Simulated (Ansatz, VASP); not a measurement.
**Te in VASP and in Ansatz**

```xyz
2
Lattice="5.5671 0.0000 0.0000 -2.7835 4.8212 0.0000 0.0000 0.0000 3.0463" Properties=species:S:1:pos:R:3 pbc="T T T"
Te    0.0000    3.2141    0.0000
Te    2.7835    1.6071    0.0000
```

Alike in both runs: functional PBE; k mesh 12 × 12 × 18; occupations gaussian, width 0.1 eV; no spin polarisation.

Ansatz relaxed the structure, and its values are those at the end. VASP's run is a single point on that final structure, the one shown.

```csv
,VASP,Ansatz
version,VASP 6.6.1,Ansatz 0.2.0
potentials or method,"VASP PAW PBE potentials, release 64 (Te), cutoff 500 eV","scalar-relativistic, plane waves, PAW"
valence electrons in the cell,12,32
```

```csv
,VASP,Ansatz,Ansatz less VASP
gap on the k mesh at the Fermi level (eV),none,none,-
pressure (GPa),0.0,0.0,+0.03
```

A gap of «none» marks a metal or a gap that the smearing closes. The functional is the same, so the differences come from potentials, cutoffs and numerics. VASP's potentials hold 12 valence electrons a cell and Ansatz's 32, so a difference there can come from the potentials and not from the codes.

Spin-orbit coupling is off throughout.
